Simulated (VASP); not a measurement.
LuPd, 2 atoms in the cell. The structure is cubic, space group Pm-3m (No. 221). Conventional cell: a = 3.349 Å, b = 3.349 Å, c = 3.349 Å, α = 90.00°, β = 90.00°, γ = 90.00°. Lu (site symmetry m-3m) has 8 Pd at 2.90 Å and 6 Lu at 3.35 Å within 3.8 Å. Within 3.8 Å of Pd (site symmetry m-3m) lie 8 Lu at 2.90 Å and 6 Pd at 3.35 Å. 

| Property | Result |
| --- | --- |
| Program | VASP 6.6.1 |
| Task | single point |
| Functional | LDA |
| Potentials or basis | VASP PAW PBE potentials, release 64 (Lu, Pd) |
| Cutoff | 520 eV |
| k mesh | 12 × 12 × 12 |
| Occupations | gaussian, width 0.1 eV |
| Spin | no spin polarisation |
| Dipole correction | no |
| Further INCAR settings | ALGO = Normal; EDIFF = 1e-06; NBANDS = 24 |

Potentials or basis: VASP PAW PBE potentials, release 64 (Lu, Pd).

The run is started by

```sh
$ cat potpaw_PBE.64/Lu/POTCAR potpaw_PBE.64/Pd/POTCAR > POTCAR
$ mpirun -np 1 vasp_std > vasp.out
```

Hardware: 1 thread of Intel(R) Xeon(R) Platinum 8375C CPU @ 2.90GHz (Ice Lake), with other jobs on the host.

Task: Estimate the wall time of this run.

Result: Run time: 62 s on 1 thread of Intel(R) Xeon(R) Platinum 8375C CPU @ 2.90GHz (Ice Lake) (shared host), peak memory 0.21 GiB. Counts: scf iterations 13, k points 84.
